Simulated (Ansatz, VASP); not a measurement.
**Si2GeP3 in VASP and in Ansatz**

```
CELL_PARAMETERS angstrom
-2.44917 2.44917 4.39322
2.44917 -2.44917 4.39322
2.44917 2.44917 -4.39322
ATOMIC_POSITIONS crystal
Si 0.75000 0.25000 0.50000
Si 0.25000 0.75000 0.50000
Ge 0.50000 0.50000 0.00000
P 0.50000 0.00000 0.50000
P 0.00000 0.50000 0.50000
P 0.00000 0.00000 0.00000
```

Alike in both runs: task single point; functional PBE; k mesh 6 × 6 × 6; occupations gaussian, width 0.1 eV; no spin polarisation.

|  | VASP | Ansatz |
| --- | --- | --- |
| version | VASP 6.6.1 | Ansatz 0.2.0 |
| potentials or method | VASP PAW PBE potentials, release 64 (Si, Ge_d, P), cutoff 520 eV | scalar-relativistic, plane waves, PAW |
| valence electrons in the cell | 37 | 37 |

```csv
,VASP,Ansatz,Ansatz less VASP
gap on the k mesh at the Fermi level (eV),none,none,-
pressure (GPa),6.9,7.1,+0.13
"traceless stress, the component that is largest in VASP (GPa)",10.38,10.42,+0.035
```

A gap of «none» marks a metal or a gap that the smearing closes.
